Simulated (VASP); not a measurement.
Here is a VASP 6.6.1 calculation.

INCAR

```
SYSTEM = W
  PREC = Accurate
  ENCUT = 520
  EDIFF = 1E-6
  ISMEAR = -1
  SIGMA = 0.1
  LREAL = .False.
  LASPH = .True.
  NELM = 80
  ALGO = Normal
  ISIF = 2
  LWAVE = .False.
  LCHARG = .False.
  GGA = PE
  NBANDS = 21
```

The input KPOINTS:

```
Automatic mesh
0
Gamma
  15 15 7
  0 0 0
```

File POSCAR:

```
W
1.0
    2.8496368929      0.0000000000      0.0000000000
   -1.4248184465      2.4678579408      0.0000000000
    0.0000000000      0.0000000000      5.0768164191
W
2
Direct
    0.3333333333      0.6666666667      0.2500000000
    0.6666666667      0.3333333333      0.7500000000
```

Potentials or basis: VASP PAW PBE potentials, release 64 (W_sv).

Command:

```console
$ cat potpaw_PBE.64/W_sv/POTCAR > POTCAR
$ mpirun -np 1 vasp_std > vasp.out
```

Question: Predict the band gap on the k mesh.

Answer: Zero (band 14 reaches 10.60 eV, above the bottom of band 15 at 9.13 eV).

Question: Predict the pressure.

Answer: -18.2 GPa.

Stress tensor (GPa, compression positive):
```
-19.28   0.00   0.00
  0.00 -19.28   0.00
  0.00   0.00 -16.00
```

Caveat: spin-orbit coupling is left out, which moves the levels of the heavy elements.
